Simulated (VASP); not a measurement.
Runs of VASP 6.6.1 on La2O3. The structure is that of space group P6/mmm (No. 191), or close to it. The cells are those of the table. 

```tsv
task	level	potentials or basis	cell	k mesh	cutoff (eV)	gap on the mesh (eV)	pressure (GPa)	relaxed volume (Å³/atom)	largest force (eV/Å)
single point	LDA	VASP PAW LDA potentials, release 64 (La, O)	a = 6.267, b = 6.267, c = 3.300 Å, angles 90.0, 90.0, 120.0°, 5 atoms	5 × 5 × 8	520	1.38	-3.3	-	0.07
relaxation of cell and atoms	r2SCAN	VASP PAW PBE potentials, release 64 (La, O)	relaxed from a = 6.267, b = 6.267, c = 3.300 Å, angles 90.0, 90.0, 120.0°, 5 atoms	5 × 5 × 8	600	1.93	0.0	(a)	-
single point	LDA	VASP PAW LDA potentials, release 64 (La, O)	a = 6.255, b = 6.255, c = 3.232 Å, angles 90.0, 90.0, 120.0°, 5 atoms	4 × 4 × 6	520	1.20	(b)	-	-
single point	LDA	VASP PAW LDA potentials, release 64 (La, O)	a = 6.254, b = 6.254, c = 3.231 Å, angles 90.0, 90.0, 120.0°, 5 atoms	5 × 5 × 8	520	1.20	0.0	-	-
single point	PBEsol	VASP PAW PBE potentials, release 64 (La, O)	a = 6.245, b = 6.245, c = 3.243 Å, angles 90.0, 90.0, 120.0°, 5 atoms	4 × 4 × 6	520	1.29	(c)	-	-
single point	PBEsol	VASP PAW PBE potentials, release 64 (La, O)	a = 6.303, b = 6.303, c = 3.252 Å, angles 90.0, 90.0, 120.0°, 5 atoms	4 × 4 × 6	520	1.39	-0.2	-	-
relaxation of cell and atoms	PBEsol	VASP PAW PBE potentials, release 64 (La, O)	relaxed from a = 6.267, b = 6.267, c = 3.300 Å, angles 90.0, 90.0, 120.0°, 5 atoms	4 × 4 × 6	600	1.38	0.0	22.32	-
single point	PBEsol	VASP PAW PBE potentials, release 64 (La, O)	a = 6.267, b = 6.267, c = 3.300 Å, angles 90.0, 90.0, 120.0°, 5 atoms	5 × 5 × 8	520	1.46	-1.2	-	0.06
```

Alike in all rows: no spin polarisation; smearing fermi-dirac 0.05 eV.

Estimate the missing entries.

(a) 22.83; (b) -0.1; (c) 1.8.

Caveats: spin-orbit coupling is left out, which moves the levels of the heavy elements; the PAW data sets were made with another functional, which shifts forces and pressure a little (some runs).

A k mesh can miss the band edges, and the runs leave out spin-orbit coupling on La.
